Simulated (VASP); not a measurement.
Runs of VASP 6.6.1 on BaSr. The structure is that of space group Pm-3m (No. 221), or close to it. The cells are those of the table. 

```csv
task,cell,cutoff (eV),gap on the mesh (eV),pressure (GPa)
single point,"a = 4.731 Å, 2 atoms",520,none,(a)
relaxation of cell and atoms,"relaxed from a = 5.110 Å, 2 atoms",600,none,0.0
single point,"a = 4.669 Å, 2 atoms",520,none,0.3
single point,"a = 4.700 Å, 2 atoms",520,none,0.0
```

Alike in all rows: level LDA; potentials or basis VASP PAW LDA potentials, release 64 (Sr_sv, Ba_sv); no spin polarisation; k mesh 5 × 5 × 5; smearing methfessel-paxton 0.05 eV.

Task: Fill in the values left out.

Result: (a) -0.2.

Caveats: spin-orbit coupling is left out, which moves the levels of the heavy elements.

A k mesh can miss the band edges, and the runs leave out spin-orbit coupling on Ba, Sr.

A gap of «none» marks levels without a gap at the run's occupations.
